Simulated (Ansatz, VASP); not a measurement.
## One calculation of SrO, two programs

```xyz
2
Lattice="0.0000 2.5663 2.5663 2.5663 0.0000 2.5663 2.5663 2.5663 0.0000" Properties=species:S:1:pos:R:3 pbc="T T T"
Sr    2.5663    2.5663    2.5663
O     0.0000    0.0000    0.0000
```

Alike in both runs: functional r2SCAN; k mesh 7 × 7 × 7; occupations fermi-dirac, width 0.05 eV; non-collinear spin, spin-orbit coupling.

|  | VASP | Ansatz |
| --- | --- | --- |
| version | VASP 6.6.1 | Ansatz 0.2.0 |
| potentials or method | VASP PAW PBE potentials, release 64 (Sr_sv, O) | Ansatz PAW |
| plane-wave cutoff (eV) | 520 | 500 |
| valence electrons in the cell | 16 | 16 |
| task | single point | band structure |

Ansatz gave:

| Item | Value |
| --- | --- |
| pressure (GPa) | 1.5 |
| net moment per atom (μB) | 0.00 |

**Question.** Which values does VASP return?

**Answer.** Pressure (GPa): 2.1; net moment per atom (μB): 0.00.

VASP's potentials were made for PBE, not for r2SCAN. The functional is the same, so the differences come from potentials, cutoffs and numerics.

Noted on Ansatz's run: the k mesh misses the band edges, so the gap on the mesh is wider than the one along the path.
